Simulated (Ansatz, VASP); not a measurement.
## Two plane-wave programs on PbO

POSCAR

```
PbO
1.0
    3.9804039067      0.0000000000      0.0000000000
    0.0000000000      3.9804039067      0.0000000000
    0.0000000000      0.0000000000      5.0594237335
Pb O
2 2
Direct
    0.0000000000      0.5000000000      0.2341924403
    0.5000000000      0.0000000000      0.7658075597
    0.0000000000      0.0000000000      0.0000000000
    0.5000000000      0.5000000000      0.0000000000
```

The input INCAR.step1:

```
SYSTEM = PbO
  ALGO = Normal
  EDIFF = 1E-5
  ENCUT = 910
  GGA = PE
  GGA_COMPAT = .FALSE.
  ISMEAR = 0
  LASPH = .TRUE.
  LCHARG = .FALSE.
  LREAL = .FALSE.
  LWAVE = .TRUE.
  NBANDS = 28
  NELM = 120
  PREC = Accurate
  SIGMA = 0.01
```

INCAR.step2

```
SYSTEM = PbO
  ALGO = Normal
  EDIFF = 1E-6
  ENCUT = 910
  GGA_COMPAT = .FALSE.
  ISIF = 2
  ISMEAR = 0
  ISTART = 1
  LASPH = .TRUE.
  LCHARG = .FALSE.
  LMIXTAU = .TRUE.
  LREAL = .FALSE.
  LWAVE = .FALSE.
  METAGGA = R2SCAN
  NBANDS = 28
  NELM = 120
  PREC = Accurate
  SIGMA = 0.01
```

File KPOINTS:

```
k-points
0
G
  6 6 6
  0 0 0
```

Input for Ansatz:

```yaml
crystal:
  lattice:
    - [3.9804039067, 0.0, 0.0]
    - [0.0, 3.9804039067, 0.0]
    - [0.0, 0.0, 5.0594237335]
  atoms:
    - { symbol: Pb, position: [0.0, 0.5, 0.2341924403] }
    - { symbol: Pb, position: [0.5, 0.0, 0.7658075597] }
    - { symbol: O, position: [0.0, 0.0, 0.0] }
    - { symbol: O, position: [0.5, 0.5, 0.0] }
kpoints:
  mp_grid: { grid: [6, 6, 6] }
  band_path:
    path:
      - [0.0, 0.0, 0.0]
      - [0.0, 0.5, 0.0]
      - [0.5, 0.5, 0.0]
      - [0.0, 0.0, 0.5]
      - [0.0, 0.5, 0.5]
      - [0.5, 0.5, 0.5]
      - [-0.072917, -0.067708, 0.0]
    npoints: 1
hamiltonian:
  xc: r2scan
scf:
  occupations: { method: fixed }
  n_extra_bands: 5
output:
  forces: true
  stress: true
  eigenvalues: true
```

Change from the starting cell: uniaxial_z strain +1.2%.

Alike in both runs: task single point; functional r2SCAN; k mesh 6 × 6 × 6; no spin polarisation.

|  | VASP | Ansatz |
| --- | --- | --- |
| version | VASP 6.6.1 | Ansatz 0.2.0 |
| potentials or method | VASP PAW PBE potentials, release 64 (Pb_d, O_h) | plane waves, PAW |
| plane-wave cutoff (eV) | 910 | 500 |
| occupations | gaussian, width 0.01 eV | fixed |
| valence electrons in the cell | 40 | 40 |

VASP gave:

* gap on the k mesh at the Fermi level (eV): 1.58
* rms of the force components (eV/Å): 0.036

Problem. Which values does Ansatz return?

Solution. gap on the k mesh at the Fermi level (eV): 1.58; rms of the force components (eV/Å): 0.005.

VASP's potentials were made for PBE, not for r2SCAN. Atom by atom the forces differ by 0.041 eV/Å (rms over components).

Spin-orbit coupling is off throughout. Noted on VASP's run: the cutoff is short for stress, so the pressure is rough.
